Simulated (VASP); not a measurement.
Crystal: BeZn2TeS2.

```
Be Zn Te S
1.0
     4.20506    0.00000    0.00000
     0.00000    4.20506    0.00000
     0.00000    0.00000    7.12244
Be Zn Te S
1 2 1 2
Cartesian
  2.1025 2.1025 0.0000
  2.1025 0.0000 2.2671
  0.0000 2.1025 4.8553
  0.0000 0.0000 0.0000
  2.1025 0.0000 5.9313
  0.0000 2.1025 1.1911
```

- Program: VASP 6.6.1
- Task: relaxation of cell and atoms
- Functional: PBE
- Potentials or basis: VASP PAW PBE potentials, release 64 (Be, Zn, Te, S)
- Cutoff: 600 eV
- k mesh: 4 × 4 × 4
- Occupations: gaussian, width 0.1 eV
- Spin: no spin polarisation

At the start: pressure 11.3 GPa; volume 20.99 Å³/atom.

**Question.** Where does the relaxation end?

**Answer.** Over 19 steps the energy falls by 257.2 meV/atom and the volume is 25.83 Å³/atom (+23.1 %); space group P-4m2 (No. 115, to 0.05 Å).

The path:
| step | energy change (eV) | largest force (eV/Å) | pressure (GPa) | volume (Å³) |
| --- | --- | --- | --- | --- |
| 1 | 0.0000 | 0.6954 | 11.29 | 125.94 |
| 2 | -1.0595 | 0.9465 | -0.76 | 154.60 |
| 3 | -1.0598 | 0.9325 | -0.67 | 154.19 |
| 4 | -1.2052 | 0.6584 | -0.56 | 154.05 |
| 5 | -1.3163 | 0.3058 | -0.38 | 153.39 |
| 6 | -1.3333 | 0.3178 | 0.16 | 151.51 |
| 7 | -1.3423 | 0.3339 | 0.92 | 149.02 |
| 8 | -1.3516 | 0.3209 | 0.87 | 149.19 |
| 9 | -1.3774 | 0.2827 | 0.74 | 149.69 |
| 10 | -1.4193 | 0.2139 | 0.54 | 150.69 |
| 11 | -1.4707 | 0.1079 | 0.35 | 152.68 |
| 12 | -1.4923 | 0.0490 | 0.46 | 156.66 |
| 13 | -1.5010 | 0.2723 | -0.99 | 162.31 |
| 14 | -1.5075 | 0.1909 | -0.46 | 160.07 |
| 15 | -1.5296 | 0.1349 | -0.30 | 158.19 |
| 16 | -1.5418 | 0.0517 | -0.06 | 154.94 |
| 17 | -1.5423 | 0.0615 | -0.09 | 155.50 |
| 18 | -1.5416 | 0.0171 | 0.43 | 154.35 |
| 19 | -1.5431 | 0.0288 | 0.08 | 155.01 |

Final structure:
```
Be Zn Te S
1.0
     4.82548    0.00000    0.00000
     0.00000    4.82548    0.00000
     0.00000    0.00000    6.65698
Be Zn Te S
1 2 1 2
Direct
  0.50000 0.50000 0.00000
  0.50000 0.00000 0.43403
  0.00000 0.50000 0.56597
  0.00000 0.00000 0.00000
  0.50000 0.00000 0.87985
  0.00000 0.50000 0.12015
```

Caveat: the k points lie up to 0.33 Å⁻¹ apart in the final cell; the volume moved by over 15 % at a fixed basis, so the end points are rough.
